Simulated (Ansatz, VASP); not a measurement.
## One calculation of Au, two programs

```xyz
1
Lattice="0.0000 2.0788 2.0788 2.0788 0.0000 2.0788 2.0788 2.0788 0.0000" Properties=species:S:1:pos:R:3 pbc="T T T"
Au    0.0000    0.0000    0.0000
```

Alike in both runs: functional PBE; k mesh 34 × 34 × 34; occupations gaussian, width 0.1 eV; no spin polarisation.

Ansatz relaxed the structure, and its values are those at the end. VASP's run is a single point on that final structure, the one shown.

```csv
,VASP,Ansatz
version,VASP 6.6.1,Ansatz 0.2.0
potentials or method,"VASP PAW PBE potentials, release 64 (Au)","scalar-relativistic, plane waves, PAW"
plane-wave cutoff (eV),520,420
valence electrons in the cell,11,19
```

|  | VASP | Ansatz | Ansatz less VASP |
| --- | --- | --- | --- |
| gap on the k mesh at the Fermi level (eV) | none | none | - |
| pressure (GPa) | -0.2 | 0.0 | +0.15 |

A gap of «none» marks a metal or a gap that the smearing closes. VASP's potentials hold 11 valence electrons a cell and Ansatz's 19, so a difference there can come from the potentials and not from the codes.

Spin-orbit coupling is off throughout.
